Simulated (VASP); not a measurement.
Zr4B:

```xyz
5
Lattice="4.1945 0.0000 0.0000 0.0000 4.1945 0.0000 0.0000 0.0000 4.1945" Properties=species:S:1:pos:R:3 pbc="T T T"
Zr    2.0973    0.0000    0.0000
Zr    0.0000    2.0973    0.0000
Zr    0.0000    0.0000    2.0973
Zr    2.0973    2.0973    2.0973
B     0.0000    0.0000    0.0000
```

| Item | Value |
| --- | --- |
| Program | VASP 6.6.1 |
| Task | relaxation of cell and atoms |
| Functional | PBE |
| Potentials or basis | VASP PAW PBE potentials, release 64 (Zr_sv, B) |
| Cutoff | 600 eV |
| k mesh | 4 × 4 × 4 |
| Occupations | gaussian, width 0.1 eV |
| Spin | no spin polarisation |

At the start: pressure 66.4 GPa; volume 14.76 Å³/atom.

Q: How do energy, volume and symmetry change on relaxing?

A: Over 5 steps the energy falls by 970.6 meV/atom and the volume is 20.76 Å³/atom (+40.6 %); space group Pm-3m (No. 221, to 0.05 Å).

The path:
| step | energy change (eV) | largest force (eV/Å) | pressure (GPa) | volume (Å³) |
| --- | --- | --- | --- | --- |
| 1 | 0.0000 | 0.0000 | 66.36 | 73.80 |
| 2 | 0.3223 | 0.0000 | -20.82 | 160.25 |
| 3 | -4.8255 | 0.0000 | -2.90 | 106.75 |
| 4 | -4.8509 | 0.0000 | -0.79 | 104.56 |
| 5 | -4.8528 | 0.0000 | 0.02 | 103.78 |

Final structure:
```
CELL_PARAMETERS angstrom
4.69933 0.00000 0.00000
0.00000 4.69933 0.00000
0.00000 0.00000 4.69933
ATOMIC_POSITIONS crystal
Zr 0.50000 0.00000 0.00000
Zr 0.00000 0.50000 0.00000
Zr 0.00000 0.00000 0.50000
Zr 0.50000 0.50000 0.50000
B 0.00000 0.00000 0.00000
```

Caveat: the k points lie up to 0.33 Å⁻¹ apart in the final cell; the volume moved by over 15 % at a fixed basis, so the end points are rough.
